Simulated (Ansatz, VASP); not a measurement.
## One calculation of Sb, two programs

```
Sb
1.0
    -2.47642    2.47642    1.32339
     2.47642   -2.47642    1.32339
     2.47642    2.47642   -1.32339
Sb
2
Direct
  0.62500 0.87500 0.75000
  0.37500 0.12500 0.25000
```

Change from the starting cell: volume scaled by 0.55, LAPW.

Alike in both runs: task single point; functional PBE; k mesh 15 × 15 × 15; occupations fermi-dirac, width 0.08 eV; no spin polarisation.

```csv
,VASP,Ansatz
version,VASP 6.6.1,Ansatz 0.2.0
potentials or method,"VASP PAW PBE potentials, release 64 (Sb), cutoff 520 eV","all-electron LAPW, scalar-relativistic"
```

Ansatz gave:

| Quantity | Value |
| --- | --- |
| pressure (GPa) | 126.9 |
| traceless stress, the component that is largest in VASP (GPa) | 0.20 |

Estimate VASP's values.

pressure (GPa): 129.6; traceless stress, the component that is largest in VASP (GPa): 0.38.

Both programs put the cell under a high pressure, so it lies far from rest at this level. Ansatz ran all-electron here, and VASP with PAW potentials.

Spin-orbit coupling is off throughout. Noted on VASP's run: the cell as given lies far from equilibrium.
